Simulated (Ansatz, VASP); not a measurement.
# One calculation of Ir, two programs

The input INCAR:

```
SYSTEM = Ir
  ALGO = Normal
  EDIFF = 1E-6
  ENCUT = 500
  GGA = PS
  GGA_COMPAT = .FALSE.
  ISIF = 2
  ISMEAR = -1
  LASPH = .TRUE.
  LCHARG = .FALSE.
  LREAL = .FALSE.
  LWAVE = .FALSE.
  NBANDS = 10
  NELM = 120
  PREC = Accurate
  SIGMA = 0.05
```

KPOINTS

```
k-points
0
G
  12 12 12
  0 0 0
```

POSCAR

```
Ir
1.0
    0.0000000000      1.9350482143      1.8772880000
    1.9350482143      0.0000000000      1.8772880000
    1.9350482143      1.9350482143      0.0000000000
Ir
1
Direct
    0.0000000000      0.0000000000      0.0000000000
```

Contents of input.yaml:

```yaml
crystal:
  lattice:
    - [0.0, 1.9350482143, 1.877288]
    - [1.9350482143, 0.0, 1.877288]
    - [1.9350482143, 1.9350482143, 0.0]
  atoms:
    - { symbol: Ir, position: [0.0, 0.0, 0.0] }
kpoints:
  mp_grid: { grid: [12, 12, 12] }
scf:
  occupations: { method: fermi_dirac, width: 0.05 }
hamiltonian:
  xc: pbesol
  pseudopotentials: { kind: all_electron, lapw: { basis_error: 0.001 } }
output:
  forces: true
  stress: true
  eigenvalues: true
```

Change from the starting cell: strain_z_fixed_volume = -0.02.

Alike in both runs: task single point; functional PBEsol; k mesh 12 × 12 × 12; occupations fermi-dirac, width 0.05 eV; no spin polarisation.

|  | VASP | Ansatz |
| --- | --- | --- |
| version | VASP 6.6.1 | Ansatz 0.2.0 |
| potentials or method | VASP PAW PBE potentials, release 64 (Ir), cutoff 500 eV | all-electron LAPW, scalar-relativistic |

Ansatz gave:

| Item | Value |
| --- | --- |
| gap on the k mesh at the Fermi level (eV) | none |
| pressure (GPa) | -0.5 |
| traceless stress, the component that is largest in VASP (GPa) | 8.01 |

Problem. Which values does VASP return?

Solution. gap on the k mesh at the Fermi level (eV): none; pressure (GPa): 0.5; traceless stress, the component that is largest in VASP (GPa): 8.01.

VASP's potentials were made for PBE, not for PBEsol. A gap of «none» marks a metal or a gap that the smearing closes. Ansatz ran all-electron here, and VASP with PAW potentials.

Neither program's run includes spin-orbit coupling.
